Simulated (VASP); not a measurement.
Runs of VASP 6.6.1 on CaO. The structure is that of space group P6_3/mmc (No. 194), or close to it. The cells are those of the table. 

```csv
level,cell,k mesh,gap on the mesh (eV),pressure (GPa)
PBE,"a = 3.379, b = 3.379, c = 5.925 Å, angles 90.0, 90.0, 120.0°, 4 atoms",9 × 9 × 4,3.72,-2.3
PBE,"a = 3.320, b = 3.320, c = 5.814 Å, angles 90.0, 90.0, 120.0°, 4 atoms",12 × 12 × 4,3.83,3.3
r2SCAN,"a = 3.286, b = 3.286, c = 5.756 Å, angles 90.0, 90.0, 120.0°, 4 atoms",9 × 9 × 4,4.44,4.8
r2SCAN,"a = 3.353, b = 3.353, c = 5.872 Å, angles 90.0, 90.0, 120.0°, 4 atoms",9 × 9 × 4,(b),-2.2
r2SCAN,"a = 3.320, b = 3.320, c = 5.814 Å, angles 90.0, 90.0, 120.0°, 4 atoms",9 × 9 × 4,4.40,1.0
r2SCAN,"a = 3.320, b = 3.320, c = 5.814 Å, angles 90.0, 90.0, 120.0°, 4 atoms",12 × 12 × 4,4.40,1.1
PBE,"a = 3.278, b = 3.278, c = 5.748 Å, angles 90.0, 90.0, 120.0°, 4 atoms",9 × 9 × 4,3.87,7.9
PBE,"a = 3.346, b = 3.346, c = 5.867 Å, angles 90.0, 90.0, 120.0°, 4 atoms",9 × 9 × 4,3.78,0.6
r2SCAN,"a = 3.385, b = 3.385, c = 5.928 Å, angles 90.0, 90.0, 120.0°, 4 atoms",9 × 9 × 4,(a),-5.0
PBE,"a = 3.411, b = 3.411, c = 5.982 Å, angles 90.0, 90.0, 120.0°, 4 atoms",9 × 9 × 4,3.64,-4.8
PBE,"a = 3.312, b = 3.312, c = 5.808 Å, angles 90.0, 90.0, 120.0°, 4 atoms",9 × 9 × 4,3.83,3.9
r2SCAN,"a = 3.252, b = 3.252, c = 5.696 Å, angles 90.0, 90.0, 120.0°, 4 atoms",9 × 9 × 4,4.47,9.3
```

Alike in all rows: task single point; potentials or basis VASP PAW PBE potentials, release 64 (Ca_sv, O); no spin polarisation; cutoff (eV) 520; smearing gaussian 0.01 eV.

Task: Estimate the missing entries.

Result: (a) 4.29; (b) 4.35.

Caveats: the PAW data sets were made with another functional, which shifts forces and pressure a little (some runs).

A k mesh can miss the band edges.
